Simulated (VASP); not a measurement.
# Al4Cu (P6_3/mmc) in VASP: a series of runs, part 2 of 2

VASP 6.6.1.

## 4. Relaxation of cell and atoms, PBE

The input, INCAR:

```
SYSTEM = Al4Cu
ALGO = Normal
EDIFF = 1E-6
EDIFFG = -0.04
ENCUT = 600
GGA = PE
IBRION = 2
ISIF = 3
ISMEAR = 0
LASPH = .True.
LCHARG = .False.
LREAL = .False.
LWAVE = .False.
NELM = 60
NSW = 90
PREC = Accurate
SIGMA = 0.1
```

The input, KPOINTS:

```
k-points
0
Gamma
  6 6 1
  0 0 0
```

The input, POSCAR:

```
Al4Cu
1.0
    2.7970443200      0.0000000000      0.0000000000
   -1.3985221600      2.4223114300      0.0000000000
    0.0000000000      0.0000000000     22.2151842200
Al Cu
8 2
Direct
    0.3333333300      0.6666666700      0.8500000000
    0.3333333300      0.6666666700      0.0500000000
    0.3333333300      0.6666666700      0.4500000000
    0.3333333300      0.6666666700      0.6500000000
    0.6666666700      0.3333333300      0.9500000000
    0.6666666700      0.3333333300      0.1500000000
    0.6666666700      0.3333333300      0.3500000000
    0.6666666700      0.3333333300      0.5500000000
    0.3333333300      0.6666666700      0.2500000000
    0.6666666700      0.3333333300      0.7500000000
```

Potentials or basis: VASP PAW PBE potentials, release 64 (Al, Cu).

Started as:

```
$ cat potpaw_PBE.64/Al/POTCAR potpaw_PBE.64/Cu/POTCAR > POTCAR
$ mpirun -np 1 vasp_std > vasp.out
```

OUTCAR:

```text
SYSTEM = Al4Cu
   EDIFF = 1E-6
   EDIFFG = -0.04
   ENCUT = 600
   GGA = PE
   IBRION = 2
   ISIF = 3
   ISMEAR = 0
   LASPH = .True.
   LREAL = .False.
   NELM = 60
   NSW = 90
   PREC = Accurate

 ion  position               nearest neighbor table
   1  0.333  0.667  0.850-   5 2.75  10 2.75   5 2.75  10 2.75   5 2.75  10 2.75
   2  0.333  0.667  0.050-   5 2.75   6 2.75   5 2.75   6 2.75   5 2.75   6 2.75
   3  0.333  0.667  0.450-   8 2.75   7 2.75   8 2.75   7 2.75   8 2.75   7 2.75
   4  0.333  0.667  0.650-   8 2.75  10 2.75   8 2.75  10 2.75   8 2.75  10 2.75
   5  0.667  0.333  0.950-   2 2.75   1 2.75   2 2.75   1 2.75   2 2.75   1 2.75
   6  0.667  0.333  0.150-   2 2.75   9 2.75   2 2.75   9 2.75   2 2.75   9 2.75
   7  0.667  0.333  0.350-   3 2.75   9 2.75   3 2.75   9 2.75   3 2.75   9 2.75
   8  0.667  0.333  0.550-   3 2.75   4 2.75   3 2.75   4 2.75   3 2.75   4 2.75
   9  0.333  0.667  0.250-   6 2.75   7 2.75   6 2.75   7 2.75   6 2.75   7 2.75
  10  0.667  0.333  0.750-   1 2.75   4 2.75   1 2.75   4 2.75   1 2.75   4 2.75

  LATTYP: Found a hexagonal cell.
 ALAT       =     2.7970443200
 C/A-ratio  =     7.9423783389

  Lattice vectors:

 A1 = (   2.7970443200,   0.0000000000,   0.0000000000)
 A2 = (  -1.3985221600,   2.4223114300,   0.0000000000)
 A3 = (   0.0000000000,   0.0000000000,  22.2151842200)

Analysis of symmetry for initial positions (statically):
=====================================================================
 Subroutine PRICEL returns:
 Original cell was already a primitive cell.

 Routine SETGRP: Setting up the symmetry group for a
 hexagonal supercell.

 Subroutine GETGRP returns: Found 24 space group operations
 (whereof 12 operations were pure point group operations)
 out of a pool of 24 trial point group operations.

The static configuration has the point symmetry D_3d.
 The point group associated with its full space group is D_6h.

Analysis of symmetry for dynamics (positions and initial velocities):
=====================================================================
 Subroutine PRICEL returns:
[... 118 lines left out ...]
   PSTRESS=    0.0 pullay stress
   NELECT =      46.0000    total number of electrons
   NUPDOWN=      -1.0000    fix difference up-down
   EMIN   =  10.00;   EMAX   =-10.00  energy-range for DOS
   EFERMI =   0.00;   METHOD = LEGACY
   ISMEAR =     0;   SIGMA  =   0.10  broadening in eV -4-tet -1-fermi 0-gaus
   EFERMI_NEDOS =   21; number of points for ismear=-14 and -15
   IALGO  =     38    algorithm
   IMIX   =      4    mixing-type and parameters
     AMIX     =   0.40;   BMIX     =  1.00
     AMIX_MAG =   1.60;   BMIX_MAG =  1.00
  volume/ion in A,a.u.               =      15.05       101.57
  Fermi-wavevector in a.u.,A,eV,Ry     =   1.102726  2.083850 16.544753  1.216005
  Thomas-Fermi vector in A             =   2.239173
   LORBIT       =      0    0 simple, 1 ext, 2 COOP (PROOUT), +10 PAW based schemes
   GGA     = PE    functional components
   LHFCALC =     F    Hartree Fock is set to
   AEXX    =    0.0000 exact exchange contribution
   IVDW    =     0    specifies the selected vdW correction
   LEPSILON=     F    determine dielectric tensor
   LRPA    =     F    only Hartree local field effects (RPA)
 conjugate gradient relaxation of ions
 non-spin polarized calculation
 Gauss-broadening in eV      SIGMA  =   0.10
  energy-cutoff  :      600.00
  volume of cell :      150.51
 maximum number of plane-waves:      5093
 NGX is ok and might be reduce to    24
   NGX = 11   NGY = 11   NGZ = 89

--------------------------------------- Ionic step        1  -------------------------------------------

 number of electron      46.0000006 magnetization

 Free energy of the ion-electron system (eV)
  ---------------------------------------------------
  ext. energy  EPLUGINS =         0.00000000
  ---------------------------------------------------
  free energy    TOTEN  =       -37.22365702 eV

  energy without entropy =      -37.20011748  energy(sigma->0) =      -37.21188725

------------------------ aborting loop because EDIFF is reached ----------------------------------------

  FORCE on cell =-STRESS in cart. coord.  units (eV):
  Direction    XX          YY          ZZ          XY          YZ          ZX
  --------------------------------------------------------------------------------------
  -------------------------------------------------------------------------------------
  Total        3.9927707      3.9927707      1.3936997      0.0000000      0.0000000      0.0000000
  in kB       42.5016419     42.5016417     14.8354442      0.0000000      0.0000000      0.0000000
  external PRESSURE =      33.2795760 kB  Pullay stress =       0.0000000 kB
[... 295 lines left out ...]
--------------------------------------- Ionic step        8  -------------------------------------------

 number of electron      46.0000015 magnetization

 Free energy of the ion-electron system (eV)
  ---------------------------------------------------
  ext. energy  EPLUGINS =         0.00000000
  ---------------------------------------------------
  free energy    TOTEN  =       -37.74574783 eV

  energy without entropy =      -37.73107234  energy(sigma->0) =      -37.73841008

 E-fermi :   8.0938     XC(G=0): -10.5516

 val. band max:        8.0913639187   @ k =   0.5000   0.0000   0.0000
 cond. band min:       8.1642396567   @ k =   0.3333  -0.0000   0.0000
 fundamental gap:      0.0728757380
 Fermi energy:         8.0937990618

 k-point     1 :       0.0000    0.0000    0.0000
  band No.  band energies     occupation
      1      -3.0478      2.00000
      2      -2.8691      2.00000
      3      -2.5636      2.00000
      4      -1.9645      2.00000
      5      -1.5558      2.00000
      6      -0.4906      2.00000
[... 250 lines left out ...]
  FREE ENERGIE OF THE ION-ELECTRON SYSTEM (eV)
  ---------------------------------------------------
  free  energy   TOTEN  =       -37.7457478273 eV

  energy  without entropy=      -37.7310723407  energy(sigma->0) =      -37.73841008

 reached required accuracy - stopping structural energy minimisation
```

OSZICAR:

```text
N       E                     dE             d eps       ncg     rms          rms(c)
DAV:   1     0.266867420724E+03    0.26687E+03   -0.19412E+04   406   0.178E+03
DAV:   2    -0.203087935392E+02   -0.28718E+03   -0.28016E+03   406   0.343E+02
DAV:   3    -0.431388830119E+02   -0.22830E+02   -0.21029E+02   612   0.102E+02
[... 88 lines left out ...]
DAV:   3    -0.377460727638E+02    0.51145E-02   -0.39519E-02   604   0.487E+00    0.155E-01
DAV:   4    -0.377458340955E+02    0.23867E-03   -0.14170E-03   652   0.511E-01    0.775E-02
DAV:   5    -0.377457477643E+02    0.86331E-04   -0.39867E-04   652   0.417E-01    0.135E-02
DAV:   6    -0.377457477454E+02    0.18920E-07   -0.24111E-05   570   0.449E-02    0.920E-03
DAV:   7    -0.377457478273E+02   -0.81951E-07   -0.13321E-06   274   0.116E-02
   8 F= -.37745748E+02 E0= -.37738410E+02  d E =-.141601E-02
```

Run time: 4.4 min. Hardware: 1 thread of Intel Xeon Platinum 8259CL at 2.50GHz (Skylake/Cascade Lake), shared host; peak memory 0.33 GiB.

What came out:

| Quantity | Value |
| --- | --- |
| Free energy | -37.7457 eV |
| Relaxed volume | 15.67 Å³/atom |
| Relaxed cell | a = 2.869 Å, b = 2.869 Å, c = 21.988 Å, α = 90.00°, β = 90.00°, γ = 120.00° |
| Space group after relaxing (to 0.05 Å) | P6_3/mmc (No. 194) |
| Energy gained by relaxing | 52.2 meV/atom |
| Ionic steps | 8 |
| Pressure after relaxing | -0.1 GPa |
| Largest force after relaxing | 0.020 eV/Å |
| Band gap on the k mesh | zero (band 23 reaches 10.10 eV, above the bottom of band 24 at 6.86 eV) |

Forces in eV/Å, atoms in the order of the input:
```
Al   0.000  0.000  0.016
Al   0.000  0.000  0.020
Al   0.000  0.000 -0.020
Al   0.000  0.000 -0.016
Al   0.000  0.000 -0.020
Al   0.000  0.000 -0.016
Al   0.000  0.000  0.016
Al   0.000  0.000  0.020
Cu   0.000  0.000  0.000
Cu   0.000  0.000  0.000
```

Stress tensor (GPa, compression positive):
```
-0.18  0.00  0.00
 0.00 -0.18  0.00
 0.00  0.00 -0.09
```

Step by step:
| step | energy change (eV) | largest force (eV/Å) | pressure (GPa) | volume (Å³) |
| --- | --- | --- | --- | --- |
| 1 | 0.0000 | 1.1219 | 3.33 | 150.51 |
| 2 | -0.2691 | 0.7136 | -0.89 | 157.42 |
| 3 | -0.3050 | 0.5619 | -2.38 | 160.69 |
| 4 | -0.4468 | 0.3247 | -0.81 | 157.41 |
| 5 | -0.4859 | 0.3506 | 0.96 | 154.59 |
| 6 | -0.5187 | 0.1133 | 0.33 | 155.87 |
| 7 | -0.5207 | 0.0697 | 0.17 | 156.30 |
| 8 | -0.5221 | 0.0199 | -0.15 | 156.70 |

Final structure:
```cif
data_structure
_symmetry_space_group_name_H-M 'P 1'
_symmetry_Int_Tables_number 1
_cell_length_a 2.8687
_cell_length_b 2.8687
_cell_length_c 21.9876
_cell_angle_alpha 90.000
_cell_angle_beta 90.000
_cell_angle_gamma 120.000
_cell_volume 156.70
loop_
_atom_site_label
_atom_site_type_symbol
_atom_site_fract_x
_atom_site_fract_y
_atom_site_fract_z
_atom_site_occupancy
Al1 Al 0.33333 0.66667 0.84102 1
Al2 Al 0.33333 0.66667 0.05226 1
Al3 Al 0.33333 0.66667 0.44773 1
Al4 Al 0.33333 0.66667 0.65898 1
Al5 Al 0.66667 0.33333 0.94774 1
Al6 Al 0.66667 0.33333 0.15898 1
Al7 Al 0.66667 0.33333 0.34102 1
Al8 Al 0.66667 0.33333 0.55227 1
Cu1 Cu 0.33333 0.66667 0.25000 1
Cu2 Cu 0.66667 0.33333 0.75000 1
```

Caveat: the k points lie up to 0.42 Å⁻¹ apart in the final cell.

## 5. Single point, PBE

This run uses another cell than the first one, of 15.49 Å³/atom, 1.029 times its volume.

The input, INCAR:

```
SYSTEM = Al4Cu
  PREC = Accurate
  ENCUT = 520
  EDIFF = 1E-7
  ISMEAR = 0
  SIGMA = 0.1
  LREAL = .False.
  LASPH = .True.
  NELM = 100
  ALGO = Fast
  ISIF = 2
  LWAVE = .False.
  LCHARG = .False.
  GGA = PE
  NBANDS = 34
```

The input, KPOINTS:

```
regular mesh
0
Gamma
  18 18 2
  0 0 0
```

The input, POSCAR:

```
Al4Cu
1.0
    2.8361570173      0.0000000000      0.0000000000
   -1.4180785086      2.4561840261      0.0000000000
    0.0000000000      0.0000000000     22.2320769069
Al Cu
8 2
Direct
    0.3333333333      0.6666666667      0.8415868605
    0.3333333333      0.6666666667      0.0532107665
    0.3333333333      0.6666666667      0.4467892335
    0.3333333333      0.6666666667      0.6584131395
    0.6666666667      0.3333333333      0.9467892335
    0.6666666667      0.3333333333      0.1584131395
    0.6666666667      0.3333333333      0.3415868605
    0.6666666667      0.3333333333      0.5532107665
    0.3333333333      0.6666666667      0.2500000000
    0.6666666667      0.3333333333      0.7500000000
```

Started as:

```
$ cat potpaw_PBE.64/Al/POTCAR potpaw_PBE.64/Cu/POTCAR > POTCAR
$ mpirun -np 1 vasp_std > vasp.out
```

Wall time 9.7 min (1 thread of Intel Xeon Platinum 8259CL at 2.50GHz (Skylake/Cascade Lake), shared host); peak memory 0.5 GiB.

The run converged. Its results:

- Free energy: -37.5221 eV
- Pressure: 0.0 GPa
- Largest force: 0.017 eV/Å
- Band gap on the k mesh: zero (band 23 reaches 10.91 eV, above the bottom of band 24 at 6.75 eV)

Forces on the atoms (eV/Å):
```
Al   0.000  0.000  0.017
Al   0.000  0.000  0.002
Al   0.000  0.000 -0.002
Al   0.000  0.000 -0.017
Al   0.000  0.000 -0.002
Al   0.000  0.000 -0.017
Al   0.000  0.000  0.017
Al   0.000  0.000  0.002
Cu   0.000  0.000  0.000
Cu   0.000  0.000  0.000
```

Stress tensor (GPa, compression positive):
```
-0.02  0.00  0.00
 0.00 -0.02  0.00
 0.00  0.00  0.07
```

Levels at points of the mesh, in eV from the Fermi level:
```tsv
k point	band 20	band 21	band 22	band 23	band 24	band 25
(0.00, 0.00, 0.00)	-3.19	-2.46	-0.69	0.47	3.03	3.99
(0.50, 0.00, 0.00)	-2.48	-2.20	-1.87	-1.48	-1.08	-0.12
(0.00, 0.00, 0.50)	-3.19	-1.69	-1.69	1.66	1.66	5.49
(0.50, 0.00, 0.50)	-2.65	-1.85	-1.85	-1.32	-1.32	-0.28
```

## 6. The runs side by side

```csv
task,cell,k mesh,cutoff (eV),gap on the mesh (eV),pressure (GPa),largest force (eV/Å)
single point,"a = 2.797, b = 2.797, c = 22.215 Å, angles 90.0, 90.0, 120.0°, 10 atoms",6 × 6 × 1,520,none,3.4,1.12
single point,"a = 2.865, b = 2.865, c = 21.949 Å, angles 90.0, 90.0, 120.0°, 10 atoms",6 × 6 × 1,520,none,0.2,0.04
relaxation of cell and atoms,"relaxed from a = 2.797, b = 2.797, c = 22.215 Å, angles 90.0, 90.0, 120.0°, 10 atoms",6 × 6 × 1,600,none,-0.1,0.02
single point,"a = 2.836, b = 2.836, c = 22.232 Å, angles 90.0, 90.0, 120.0°, 10 atoms",18 × 18 × 2,520,none,0.0,0.02
```

Alike in all rows: level PBE; potentials or basis VASP PAW PBE potentials, release 64 (Al, Cu); no spin polarisation; smearing gaussian 0.1 eV.

Caveats: some runs use coarse meshes; forces of over 1 eV/Å act on the atoms, so gaps and moduli don't describe the material at rest (some runs).

Absolute energies hang on the potentials; compare differences alone.
